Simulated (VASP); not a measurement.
Set up this calculation in VASP 6.6.1, as the native input.

* Task: relaxation of cell and atoms
* Functional: PBE
* Potentials or basis: VASP PAW PBE potentials, release 64 (Ir)
* Cutoff: 600 eV
* k mesh: 16 × 16 × 16
* Occupations: fermi-dirac, width 0.1 eV
* Spin: no spin polarisation
* Dipole correction: no
* Further INCAR settings: ALGO = Normal; EDIFF = 1e-06; IBRION = 2; EDIFFG = -0.03; NSW = 80; ISIF = 3

The structure of Ir lies in POSCAR:

```
Ir
1.0
    2.4900000000      0.0000000000      0.0000000000
    0.0000000000      2.4900000000      0.0000000000
    0.0000000000      0.0000000000      2.4900000000
Ir
1
Direct
    0.0000000000      0.0000000000      0.0000000000
```

These files were run (other wordings do the same):

INCAR

```
SYSTEM = Ir
ALGO = Normal
EDIFF = 1E-6
EDIFFG = -0.03
ENCUT = 600
GGA = PE
IBRION = 2
ISIF = 3
ISMEAR = -1
LASPH = .TRUE.
LCHARG = .FALSE.
LREAL = .FALSE.
LWAVE = .FALSE.
NELM = 80
NSW = 80
PREC = Accurate
SIGMA = 0.1
```

KPOINTS

```
k-points
0
G
  16 16 16
  0 0 0
```

Potentials or basis: VASP PAW PBE potentials, release 64 (Ir).

The run is started by

```bash
$ cat potpaw_PBE.64/Ir/POTCAR > POTCAR
$ mpirun -np 1 vasp_std > vasp.out
```

It gave:

The relaxed volume is 17.03 Å³/atom and the relaxed cell is a = 2.573 Å, b = 2.573 Å, c = 2.573 Å, α = 90.00°, β = 90.00°, γ = 90.00°. The space group after relaxing (to 0.05 Å) is Pm-3m (No. 221) and the energy gained by relaxing is 138.1 meV/atom. The ionic steps are 5 and the pressure after relaxing is 0.0 GPa.

Wall time 33 s on 1 thread of Intel(R) Xeon(R) Platinum 8488C (Sapphire Rapids) (shared host), peak memory 0.15 GiB.
